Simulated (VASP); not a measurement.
Runs of VASP 6.6.1 on Si2Ni. The structure is that of space group Fm-3m (No. 225), or close to it. The cells are those of the table. 

```csv
task,level,potentials or basis,spin,U,cell,cutoff (eV),smearing,gap on the mesh (eV),pressure (GPa),moment (μB),relaxed volume (Å³/atom)
relaxation of cell and atoms,PBE,"VASP PAW PBE potentials, release 64 (Ni, Si)","collinear, ferromagnetic start",-,"relaxed from a = 3.823 Å, angles 60.0°, 3 atoms",600,fermi-dirac 0.05 eV,none,0.1,0.00,13.50
relaxation of cell and atoms,PBE+U,"VASP PAW PBE potentials, release 64 (Ni, Si)","collinear, ferromagnetic start",Ni d U = 3.0 eV,"relaxed from a = 3.823 Å, angles 60.0°, 3 atoms",600,fermi-dirac 0.05 eV,none,0.0,0.00,(b)
single point,PBEsol,"VASP PAW PBE potentials, release 64 (Ni, Si)","collinear, ferromagnetic start",-,"a = 3.797 Å, angles 60.0°, 3 atoms",520,fermi-dirac 0.05 eV,none,(a),0.00,-
relaxation of cell and atoms,PBE+U,"VASP PAW PBE potentials, release 64 (Ni, Si)","collinear, ferromagnetic start",Ni d U = 2.0 eV,"relaxed from a = 3.823 Å, angles 60.0°, 3 atoms",600,fermi-dirac 0.05 eV,none,0.0,0.00,13.34
single point,PBEsol+D3(BJ)+U,"VASP PAW PBE potentials, release 64 (Ni, Si)","collinear, zero start",Ni d U = 6.0 eV,"a = 3.823 Å, angles 60.0°, 3 atoms",520,tetrahedron,none,-12.2,0.00,-
single point,PBEsol+U,"VASP PAW PBE potentials, release 64 (Ni, Si)","collinear, ferromagnetic start",Ni d U = 4.0 eV,"a = 3.823 Å, angles 60.0°, 3 atoms",520,fermi-dirac 0.05 eV,none,-4.6,0.00,-
single point,PBE+U,"VASP PAW PBE potentials, release 64 (Ni_sv_GW, Si)","collinear, ferromagnetic start",Ni d U = 3.0 eV,"a = 3.853 Å, angles 60.0°, 3 atoms",590,fermi-dirac 0.05 eV,none,-1.9,0.00,-
relaxation of cell and atoms,PBE+U,"VASP PAW PBE potentials, release 64 (Ni, Si)","collinear, ferromagnetic start",Ni d U = 5.0 eV,"relaxed from a = 3.823 Å, angles 60.0°, 3 atoms",600,fermi-dirac 0.05 eV,none,0.0,0.00,(c)
```

Alike in all rows: k mesh 9 × 9 × 9.

Question: Estimate the missing entries.

Answer: (a) 2.4; (b) 13.26; (c) 13.06.

Caveats: the U is typed as a test and isn't derived for this compound (at least some runs); the PAW data sets were made with another functional, which shifts forces and pressure a little (at least some runs); the cell stands under tension (at least some runs); three body term missing (at least some runs); tetrahedron occupations give inexact forces and stress in metals (at least some runs).

A gap of «none» marks levels without a gap at the run's occupations.

The runs don't all hold the same shells in valence.
